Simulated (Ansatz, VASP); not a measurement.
LiF in VASP and in Ansatz

File INCAR:

```
SYSTEM = LiF
PREC = Accurate
ENCUT = 520
EDIFF = 1E-7
ISMEAR = 0
SIGMA = 0.05
LREAL = .FALSE.
LASPH = .TRUE.
NELM = 80
ALGO = Normal
ISIF = 2
LWAVE = .FALSE.
LCHARG = .FALSE.
NBANDS = 18
```

File KPOINTS:

```
regular mesh
0
G
  9 9 6
  0 0 0
```

POSCAR

```
LiF
1.0
    3.1240559618      0.0000000000      0.0000000000
   -1.5620279809      2.7055118257      0.0000000000
    0.0000000000      0.0000000000      4.8034999680
Li F
2 2
Direct
    0.3333333333      0.6666666667      0.3839784076
    0.6666666667      0.3333333333      0.8839784076
    0.3333333333      0.6666666667      0.9910195924
    0.6666666667      0.3333333333      0.4910195924
```

Input for Ansatz:

```yaml
crystal:
  lattice:
    - [3.1240559618, 0.0, 0.0]
    - [-1.5620279809, 2.7055118257, 0.0]
    - [0.0, 0.0, 4.803499968]
  atoms:
    - { symbol: Li, position: [0.3333333333, 0.6666666667, 0.3839784076] }
    - { symbol: Li, position: [0.6666666667, 0.3333333333, 0.8839784076] }
    - { symbol: F, position: [0.3333333333, 0.6666666667, 0.9910195924] }
    - { symbol: F, position: [0.6666666667, 0.3333333333, 0.4910195924] }
basis:
  ecutwfc: 520.0
kpoints:
  mp_grid: { grid: [9, 9, 6] }
hamiltonian:
  xc: lda
scf:
  occupations: { method: gaussian, width: 0.05 }
output:
  forces: true
  stress: true
  eigenvalues: true
```

Alike in both runs: task single point; functional LDA; k mesh 9 × 9 × 6; occupations gaussian, width 0.05 eV; no spin polarisation.

|  | VASP | Ansatz |
| --- | --- | --- |
| version | VASP 6.6.1 | Ansatz 0.2.0 |
| potentials or method | VASP PAW LDA potentials, release 64 (Li_sv, F), cutoff 520 eV | scalar-relativistic, plane waves, PAW |
| valence electrons in the cell | 20 | 20 |

Ansatz gave:

| Item | Value |
| --- | --- |
| gap on the k mesh at the Fermi level (eV) | 7.34 |
| least direct gap on the mesh (eV) | 7.34 |
| rms of the force components (eV/Å) | 0.013 |

Task: Estimate VASP's values.

Result: gap on the k mesh at the Fermi level (eV): 7.33; least direct gap on the mesh (eV): 7.33; rms of the force components (eV/Å): 0.012.

LDA's correlation is that of Perdew and Zunger in VASP and of Perdew and Wang (1992) in Ansatz. Atom by atom the forces differ by 0.001 eV/Å (rms over components).

Noted on VASP's run: the cutoff is short for stress, so the pressure is rough.
